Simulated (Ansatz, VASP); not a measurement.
Two plane-wave programs on BAs

Contents of POSCAR:

```
BAs
1.0
    0.0000000000      2.3918676074      2.3918676074
    2.3918676074      0.0000000000      2.3918676074
    2.3918676074      2.3918676074      0.0000000000
B As
1 1
Direct
    0.0000000000      0.0000000000      0.0000000000
    0.2500000000      0.2500000000      0.2500000000
```

Contents of INCAR.step1:

```
  ALGO = Normal
  EDIFF = 1E-5
  ENCUT = 520
  GGA = PE
  ISIF = 2
  ISMEAR = 0
  LASPH = True
  LCHARG = False
  LREAL = False
  LWAVE = True
  NBANDS = 11
  NELM = 80
  PREC = Accurate
  SIGMA = 0.01
```

The input INCAR.step2:

```
  ALGO = Normal
  EDIFF = 1E-6
  ENCUT = 520
  GGA = PE
  HFSCREEN = 0.2079
  ISIF = 2
  ISMEAR = 0
  ISTART = 1
  LASPH = True
  LCHARG = False
  LHFCALC = True
  LREAL = False
  LWAVE = False
  NBANDS = 11
  NELM = 80
  PREC = Accurate
  PRECFOCK = Normal
  SIGMA = 0.01
```

File KPOINTS:

```
k-points
0
Gamma
  6 6 6
```

Input for Ansatz:

```yaml
crystal:
  lattice:
    - [0.0, 2.3918676074, 2.3918676074]
    - [2.3918676074, 0.0, 2.3918676074]
    - [2.3918676074, 2.3918676074, 0.0]
  atoms:
    - { symbol: B, position: [0.0, 0.0, 0.0] }
    - { symbol: As, position: [0.25, 0.25, 0.25] }
kpoints:
  mp_grid: { grid: [6, 6, 6] }
  band_path:
    path:
      - [0.0, 0.0, 0.0]
      - [-0.5, -0.5, 0.0]
      - [-0.375, -0.375, 0.25]
      - [-0.375, 0.0, 0.375]
      - [0.0, 0.0, 0.5]
      - [-0.5, -0.25, 0.25]
      - [0.0, 0.398437, 0.398438]
    npoints: 1
hamiltonian:
  xc: hse06
scf:
  occupations: { method: fixed }
  n_extra_bands: 4
output:
  forces: true
  stress: true
  eigenvalues: true
```

Alike in both runs: task single point; functional HSE06; k mesh 6 × 6 × 6; no spin polarisation.

|  | VASP | Ansatz |
| --- | --- | --- |
| version | VASP 6.6.1 | Ansatz 0.2.0 |
| potentials or method | VASP PAW PBE potentials, release 64 (B, As) | plane waves, PAW |
| plane-wave cutoff (eV) | 520 | 420 |
| occupations | gaussian, width 0.01 eV | fixed |
| valence electrons in the cell | 8 | 18 |

```csv
,VASP,Ansatz,Ansatz less VASP
gap on the k mesh at the Fermi level (eV),1.95,1.94,-0.008
pressure (GPa),-1.2,-1.1,+0.12
```

VASP's potentials hold 8 valence electrons a cell and Ansatz's 18, so a difference there can come from the potentials and not from the codes. Ansatz's warnings: stress exchange threshold loose, stress scf threshold loose.
